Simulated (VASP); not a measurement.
# Pd (Im-3m) in VASP: further runs

The runs below take Pd through single point, with PBEsol.

Everything below comes from runs of VASP 6.6.1. Logs are shortened: lines on timing, memory, paths and dates and some standing lists are left out, and cuts for length are marked.

### Step 1. The cell of the first run

The structure is cubic, space group Im-3m (No. 229). The conventional cell has a = 3.134 Å, b = 3.134 Å, c = 3.134 Å, α = 90.00°, β = 90.00°, γ = 90.00°. Pd (site symmetry m-3m) has 14 Pd at 2.71 to 3.13 Å within 3.6 Å.

This isn't the form of Pd at room conditions, which is fcc.

### Step 2. Single point, PBEsol

INCAR

```
SYSTEM = Pd
ALGO = Normal ; EDIFF = 1E-6
ENCUT = 520 ; GGA = PS
ISIF = 2 ; ISMEAR = 0
LASPH = .True. ; LCHARG = .False.
LREAL = .False. ; LWAVE = .False.
NBANDS = 11 ; NELM = 60
PREC = Accurate ; SIGMA = 0.1
```

KPOINTS

```
k-points
0
Gamma
  8 8 8
  0 0 0
```

POSCAR

```
Pd
1.0
   -1.5668632857      1.5668632857      1.5668632857
    1.5668632857     -1.5668632857      1.5668632857
    1.5668632857      1.5668632857     -1.5668632857
Pd
1
Direct
    0.0000000000      0.0000000000      0.0000000000
```

Potentials or basis: VASP PAW PBE potentials, release 64 (Pd).

The run is started by

```
$ cat potpaw_PBE.64/Pd/POTCAR > POTCAR
$ mpirun -np 1 vasp_std > vasp.out
```

OUTCAR:

```text
SYSTEM = Pd
   EDIFF = 1E-6
   ENCUT = 520
   GGA = PS
   ISIF = 2
   ISMEAR = 0
   LASPH = .True.
   LREAL = .False.
   NELM = 60
   PREC = Accurate

 ion  position               nearest neighbor table
   1  0.000  0.000  0.000-

  LATTYP: Found a body centered cubic cell.
 ALAT       =     3.1337265714

  Lattice vectors:

 A1 = (  -1.5668632857,   1.5668632857,   1.5668632857)
 A2 = (   1.5668632857,  -1.5668632857,   1.5668632857)
 A3 = (   1.5668632857,   1.5668632857,  -1.5668632857)

Analysis of symmetry for initial positions (statically):
=====================================================================
 Subroutine PRICEL returns:
 Original cell was already a primitive cell.

 Routine SETGRP: Setting up the symmetry group for a
 body centered cubic supercell.

 Subroutine GETGRP returns: Found 48 space group operations
 (whereof 48 operations were pure point group operations)
 out of a pool of 48 trial point group operations.

The static configuration has the point symmetry O_h .

Analysis of symmetry for dynamics (positions and initial velocities):
=====================================================================
 Subroutine PRICEL returns:
 Original cell was already a primitive cell.

 Routine SETGRP: Setting up the symmetry group for a
 body centered cubic supercell.

 Subroutine GETGRP returns: Found 48 space group operations
 (whereof 48 operations were pure point group operations)
 out of a pool of 48 trial point group operations.

The dynamic configuration has the point symmetry O_h .

 Subroutine INISYM returns: Found 48 space group operations
 (whereof 48 operations are pure point group operations),
 and found     1 'primitive' translations

----------------------------------------------------------------------------------------

                                     Primitive cell

  volume of cell :      15.3870

  direct lattice vectors                    reciprocal lattice vectors
    -1.566863286  1.566863286  1.566863286     0.000000000  0.319108888  0.319108888
     1.566863286 -1.566863286  1.566863286     0.319108888  0.000000000  0.319108888
     1.566863286  1.566863286 -1.566863286     0.319108888  0.319108888  0.000000000

  length of vectors
     2.713886819  2.713886819  2.713886819     0.451288117  0.451288117  0.451288117

  position of ions in fractional coordinates (direct lattice)
     0.000000000  0.000000000  0.000000000

  ion indices of the primitive-cell ions
   primitive index   ion index
                 1           1

----------------------------------------------------------------------------------------

 KPOINTS: k-points

Automatic generation of k-mesh.
 Grid dimensions read from file:
 generate k-points for:    8    8    8

 Generating k-lattice:

  Cartesian coordinates                     Fractional coordinates (reciprocal lattice)
     0.000000000  0.039888611  0.039888611     0.125000000  0.000000000  0.000000000
     0.039888611  0.000000000  0.039888611     0.000000000  0.125000000  0.000000000
     0.039888611  0.039888611  0.000000000     0.000000000  0.000000000  0.125000000

  Length of vectors
     0.056411015  0.056411015  0.056411015

  Shift w.r.t. Gamma in fractional coordinates (k-lattice)
     0.000000000  0.000000000  0.000000000

 Subroutine IBZKPT returns following result:
 ===========================================

 Found     29 irreducible k-points:

 Following reciprocal coordinates:
            Coordinates               Weight
  0.000000  0.000000  0.000000      1.000000
  0.125000  0.000000  0.000000     12.000000
  0.250000  0.000000  0.000000     12.000000
  0.375000  0.000000  0.000000     12.000000
  0.500000  0.000000  0.000000      6.000000
  0.125000  0.125000  0.000000     24.000000
[... 16 lines left out ...]
 -0.250000  0.250000  0.250000      6.000000
 -0.375000  0.375000  0.250000     24.000000
 [... further k-points ...]
   k-points           NKPTS =     29   k-points in BZ     NKDIM =     29   number of bands    NBANDS=     11
   number of dos      NEDOS =    301   number of ions     NIONS =      1
   total plane-waves  NPLWV =   8000
   dimension x,y,z NGX =    20 NGY =   20 NGZ =   20
   dimension x,y,z NGXF=    40 NGYF=   40 NGZF=   40
   ions per type =               1
   NGX,Y,Z   is equivalent  to a cutoff of  12.25, 12.25, 12.25 a.u.
   NGXF,Y,Z  is equivalent  to a cutoff of  24.50, 24.50, 24.50 a.u.
 SYSTEM =  Pd
   PREC   = accura    normal or accurate (medium, high low for compatibility)
   ISTART =      0    job   : 0-new  1-cont  2-samecut
   ICHARG =      2    charge: 1-file 2-atom 10-const
   ISPIN  =      1    spin polarized calculation?
   LNONCOLLINEAR =      F non collinear calculations
   LSORBIT =      F    spin-orbit coupling
   LASPH  =      T    aspherical Exc in radial PAW
   ENCUT  =  520.0 eV  38.22 Ry    6.18 a.u.   5.05  5.05  5.05*2*pi/ulx,y,z
   NELM   =     60;   NELMIN=  2; NELMDL= -5     # of ELM steps
   EDIFF  = 0.1E-05   stopping-criterion for ELM
   LREAL  =      F    real-space projection
   EDIFFG = 0.1E-04   stopping-criterion for IOM
   NSW    =      0    number of steps for IOM
   IBRION =     -1    ionic relax: 0-MD 1-quasi-New 2-CG
   NFREE  =      0    steps in history (QN), initial steepest desc. (CG)
   ISIF   =      2    stress and relaxation
   ISYM   =      2    0-nonsym 1-usesym 2-fastsym
   POTIM  = 0.5000    time-step for ionic-motion
   TEBEG  =    0.0;   TEEND  =   0.0 temperature during run
   PSTRESS=    0.0 pullay stress
   NELECT =      10.0000    total number of electrons
   NUPDOWN=      -1.0000    fix difference up-down
   EMIN   =  10.00;   EMAX   =-10.00  energy-range for DOS
   EFERMI =   0.00;   METHOD = LEGACY
   ISMEAR =     0;   SIGMA  =   0.10  broadening in eV -4-tet -1-fermi 0-gaus
   EFERMI_NEDOS =   21; number of points for ismear=-14 and -15
   IALGO  =     38    algorithm
   IMIX   =      4    mixing-type and parameters
     AMIX     =   0.40;   BMIX     =  1.00
     AMIX_MAG =   1.60;   BMIX_MAG =  1.00
  volume/ion in A,a.u.               =      15.39       103.84
  Fermi-wavevector in a.u.,A,eV,Ry     =   1.418046  2.679719 27.359346  2.010855
  Thomas-Fermi vector in A             =   2.539213
   LORBIT       =      0    0 simple, 1 ext, 2 COOP (PROOUT), +10 PAW based schemes
   GGA     = PS    functional components
   LHFCALC =     F    Hartree Fock is set to
   AEXX    =    0.0000 exact exchange contribution
   IVDW    =     0    specifies the selected vdW correction
   LEPSILON=     F    determine dielectric tensor
   LRPA    =     F    only Hartree local field effects (RPA)
 non-spin polarized calculation
 Gauss-broadening in eV      SIGMA  =   0.10
  energy-cutoff  :      520.00
  volume of cell :       15.39
 maximum number of plane-waves:       427
   NGX =  9   NGY =  9   NGZ =  9

 number of electron      10.0000006 magnetization

 Free energy of the ion-electron system (eV)
  ---------------------------------------------------
  ext. energy  EPLUGINS =         0.00000000
  ---------------------------------------------------
  free energy    TOTEN  =        -5.86741917 eV

  energy without entropy =       -5.85734273  energy(sigma->0) =       -5.86238095

 E-fermi :   8.8898     XC(G=0): -13.1140

 val. band max:        8.8857629634   @ k =  -0.3750   0.5000   0.1250
 cond. band min:       8.9213117186   @ k =  -0.3750   0.5000   0.2500
 fundamental gap:      0.0355487553
 Fermi energy:         8.8897889935

 k-point     1 :       0.0000    0.0000    0.0000
  band No.  band energies     occupation
      1       2.0151      2.00000
      2       6.1361      2.00000
      3       6.1361      2.00000
      4       6.1361      2.00000
      5       8.0384      2.00000
      6       8.0384      2.00000
      7      28.1498      0.00000
      8      28.1498      0.00000
      9      28.1498      0.00000
     10      36.1336      0.00000
     11      36.2815      0.00000

 k-point     2 :       0.1250    0.0000    0.0000
  band No.  band energies     occupation
      1       2.5754      2.00000
      2       5.9534      2.00000
      3       6.1407      2.00000
      4       6.5334      2.00000
      5       7.8526      2.00000
      6       8.0540      2.00000
      7      27.5072      0.00000
      8      28.0629      0.00000
      9      28.8038      0.00000
     10      33.5357      0.00000
     11      33.9590      0.00000

 k-point     3 :       0.2500    0.0000    0.0000
  band No.  band energies     occupation
      1       3.7743      2.00000
      2       5.5378      2.00000
      3       6.3963      2.00000
      4       7.5969      2.00000
      5       7.7274      2.00000
      6       8.1142      2.00000
      7      24.0030      0.00000
      8      26.5090      0.00000
      9      30.4053      0.00000
     10      30.9910      0.00000
     11      32.9384      0.00000

 k-point     4 :       0.3750    0.0000    0.0000
  band No.  band energies     occupation
      1       4.0288      2.00000
      2       5.1529      2.00000
      3       7.8226      2.00000
      4       8.2090      2.00000
      5       8.4114      2.00000
      6       8.8705      1.21535
      7      19.2674      0.00000
      8      24.6282      0.00000
      9      27.6329      0.00000
     10      32.0110      0.00000
     11      33.4689      0.00000
[... 239 lines left out ...]
 k-point    22 :       0.2500    0.2500    0.2500
  band No.  band energies     occupation
      1       5.5364      2.00000
      2       5.5364      2.00000
      3       5.5364      2.00000
      4       8.3053      2.00000
      5       8.3053      2.00000
      6      17.4136      0.00000
      7      18.1529      0.00000
      8      18.1529      0.00000
      9      18.1529      0.00000
     10      35.4556      0.00000
     11      39.3009      0.00000

 k-point    23 :      -0.2500    0.2500    0.2500
  band No.  band energies     occupation
      1       5.0202      2.00000
      2       5.8506      2.00000
      3       6.7415      2.00000
      4       6.7415      2.00000
      5       7.5244      2.00000
      6       9.5909      0.00000
      7      25.3765      0.00000
      8      25.3765      0.00000
      9      25.5420      0.00000
     10      26.1435      0.00000
     11      35.3726      0.00000

 k-point    24 :      -0.3750    0.3750    0.2500
  band No.  band energies     occupation
      1       4.9509      2.00000
      2       5.3314      2.00000
      3       6.7483      2.00000
      4       7.3078      2.00000
      5       8.6308      1.99975
      6      11.7447      0.00000
      7      20.4893      0.00000
      8      22.9260      0.00000
      9      25.3859      0.00000
     10      27.7851      0.00000
     11      35.1135      0.00000

 [... further k-points ...]

------------------------ aborting loop because EDIFF is reached ----------------------------------------

  FORCE on cell =-STRESS in cart. coord.  units (eV):
  Direction    XX          YY          ZZ          XY          YZ          ZX
  --------------------------------------------------------------------------------------
  -------------------------------------------------------------------------------------
  Total       -0.7988398     -0.7988398     -0.7988398      0.0000000      0.0000000     -0.0000000
  in kB      -83.1796272    -83.1796272    -83.1796272      0.0000000      0.0000000     -0.0000000
  external PRESSURE =     -83.1796272 kB  Pullay stress =       0.0000000 kB

 VOLUME and BASIS-vectors are now :
 -----------------------------------------------------------------------------
  energy-cutoff  :      520.00
  volume of cell :       15.39
      direct lattice vectors                 reciprocal lattice vectors
    -1.566863286  1.566863286  1.566863286     0.000000000  0.319108888  0.319108888
     1.566863286 -1.566863286  1.566863286     0.319108888  0.000000000  0.319108888
     1.566863286  1.566863286 -1.566863286     0.319108888  0.319108888  0.000000000

 POSITION                                       TOTAL-FORCE (eV/Angst)
 -----------------------------------------------------------------------------------
      0.00000      0.00000      0.00000        -0.000000      0.000000      0.000000
 -----------------------------------------------------------------------------------
    total drift:                                0.000000     -0.000000      0.000000

  FREE ENERGIE OF THE ION-ELECTRON SYSTEM (eV)
  ---------------------------------------------------
  free  energy   TOTEN  =        -5.8674191658 eV

  energy  without entropy=       -5.8573427282  energy(sigma->0) =       -5.86238095
```

Wall time 6.3 s (1 thread of Intel Xeon 8259CL, shared host); peak memory 0.12 GiB.

Results:

| Item | Value |
| --- | --- |
| Free energy | -5.8674 eV |
| Pressure | -8.3 GPa |
| Band gap on the k mesh | zero (bands 5 and 6 overlap by 1.45 eV) |

Caveat: the cell stands under tension; the PAW data sets were made with another functional, which shifts forces and pressure a little.

### Step 3. Single point, PBEsol

This run uses another cell than the first one, of 14.70 Å³/atom.

INCAR

```
PREC     = Accurate       # precision mode
ENCUT    = 520            # plane-wave cutoff, eV
EDIFF    = 1E-6           # SCF threshold, eV
ISMEAR   = 0              # smearing method
SIGMA    = 0.1            # smearing width, eV
LREAL    = False          # projectors in reciprocal space
LASPH    = True           # aspherical terms in the spheres
NELM     = 60             # most SCF steps
ALGO     = Fast           # electronic algorithm
ISIF     = 2              # what is computed and relaxed
LWAVE    = False          # write WAVECAR
LCHARG   = False          # write CHGCAR
GGA      = PS             # functional
NBANDS   = 11             # bands
```

KPOINTS

```
Automatic mesh
0
Gamma
  8 8 8
```

POSCAR

```
Pd
1.0
   -1.5431876636      1.5431876636      1.5431876636
    1.5431876636     -1.5431876636      1.5431876636
    1.5431876636      1.5431876636     -1.5431876636
Pd
1
Direct
    0.0000000000      0.0000000000      0.0000000000
```

Potentials or basis: VASP PAW PBE potentials, release 64 (Pd).

The run is started by

```
$ cat potpaw_PBE.64/Pd/POTCAR > POTCAR
$ mpirun -np 1 vasp_std > vasp.out
```

OUTCAR:

```text
PREC = Accurate
   ENCUT = 520
   EDIFF = 1E-6
   ISMEAR = 0
   LREAL = False
   LASPH = True
   NELM = 60
   ISIF = 2
   GGA = PS

 ion  position               nearest neighbor table
   1  0.000  0.000  0.000-

  LATTYP: Found a body centered cubic cell.
 ALAT       =     3.0863753272

  Lattice vectors:

 A1 = (  -1.5431876636,   1.5431876636,   1.5431876636)
 A2 = (   1.5431876636,  -1.5431876636,   1.5431876636)
[... 517 lines left out ...]
     10      28.9788      0.00000
     11      36.9393      0.00000

 [... further k-points ...]

------------------------ aborting loop because EDIFF is reached ----------------------------------------

  FORCE on cell =-STRESS in cart. coord.  units (eV):
  Direction    XX          YY          ZZ          XY          YZ          ZX
  --------------------------------------------------------------------------------------
  -------------------------------------------------------------------------------------
  Total       -0.0375877     -0.0375877     -0.0375877      0.0000000      0.0000000      0.0000000
  in kB       -4.0967526     -4.0967526     -4.0967526      0.0000000      0.0000000      0.0000000
  external PRESSURE =      -4.0967526 kB  Pullay stress =       0.0000000 kB

 VOLUME and BASIS-vectors are now :
 -----------------------------------------------------------------------------
  energy-cutoff  :      520.00
  volume of cell :       14.70
      direct lattice vectors                 reciprocal lattice vectors
    -1.543187664  1.543187664  1.543187664     0.000000000  0.324004664  0.324004664
     1.543187664 -1.543187664  1.543187664     0.324004664  0.000000000  0.324004664
     1.543187664  1.543187664 -1.543187664     0.324004664  0.324004664  0.000000000

 POSITION                                       TOTAL-FORCE (eV/Angst)
 -----------------------------------------------------------------------------------
      0.00000      0.00000      0.00000         0.000000      0.000000      0.000000
 -----------------------------------------------------------------------------------
    total drift:                                0.000000     -0.000000      0.000000

  FREE ENERGIE OF THE ION-ELECTRON SYSTEM (eV)
  ---------------------------------------------------
  free  energy   TOTEN  =        -5.8864646954 eV

  energy  without entropy=       -5.8765609724  energy(sigma->0) =       -5.88151283
```

OSZICAR:

```text
N       E                     dE             d eps       ncg     rms          rms(c)
DAV:   1     0.423951589639E+02    0.42395E+02   -0.50960E+03   638   0.849E+02
DAV:   2    -0.569127779199E+01   -0.48086E+02   -0.47059E+02   721   0.184E+02
DAV:   3    -0.623589519777E+01   -0.54462E+00   -0.54367E+00   761   0.213E+01
DAV:   4    -0.623836042350E+01   -0.24652E-02   -0.24649E-02   778   0.147E+00
DAV:   5    -0.623838747991E+01   -0.27056E-04   -0.27055E-04   815   0.141E-01    0.834E+00
RMM:   6    -0.590447769372E+01    0.33391E+00   -0.43488E-01   669   0.608E+00    0.376E+00
RMM:   7    -0.589081903071E+01    0.13659E-01   -0.10660E-02   727   0.116E+00    0.193E+00
RMM:   8    -0.588647633794E+01    0.43427E-02   -0.19072E-03   748   0.430E-01    0.132E-01
RMM:   9    -0.588645621970E+01    0.20118E-04   -0.19282E-04   804   0.121E-01    0.264E-02
RMM:  10    -0.588646302382E+01   -0.68041E-05   -0.44803E-05   797   0.502E-02    0.848E-03
RMM:  11    -0.588646428163E+01   -0.12578E-05   -0.12808E-05   736   0.226E-02    0.673E-03
RMM:  12    -0.588646469542E+01   -0.41379E-06   -0.27910E-06   617   0.129E-02
   1 F= -.58864647E+01 E0= -.58815128E+01  d E =-.990372E-02
```

stdout:

```text
POSCAR found type information on POSCAR Pd
 POSCAR found :  1 types and       1 ions
 scaLAPACK will be used
 -----------------------------------------------------------------------------
|                                                                             |
|                                                                             |
|     You enforced a specific xc type in the INCAR file but a different       |
|     I HOPE YOU KNOW WHAT YOU ARE DOING!                                     |
|                                                                             |
 -----------------------------------------------------------------------------

 LDA part: xc-table for (Slater+PW92), standard interpolation
 POSCAR, INCAR and KPOINTS ok, starting setup
 FFT: planning ... GRIDC
 FFT: planning ... GRID_SOFT
 FFT: planning ... GRID
 WAVECAR not read
 entering main loop
```

Run time: 6.8 s. Hardware: 1 thread of Intel Xeon 8259CL, shared host; peak memory 0.12 GiB.

What came out:

```yaml
Free_energy: -5.8865 eV
Pressure: -0.4 GPa
Band_gap_on_the_k_mesh: zero (bands 5 and 6 overlap by 1.58 eV)
```

Levels at points of the mesh, in eV from the Fermi level:
```csv
k point,band 3,band 4,band 5,band 6,band 7,band 8
"(0.00, 0.00, 0.00)",-2.96,-2.96,-0.92,-0.92,19.36,19.36
"(0.50, 0.00, 0.00)",-1.00,-0.68,0.66,1.33,7.97,15.12
"(0.50, 0.50, 0.50)",0.26,0.26,0.26,9.19,9.19,9.19
```

Caveat: the PAW data sets were made with another functional, which shifts forces and pressure a little.
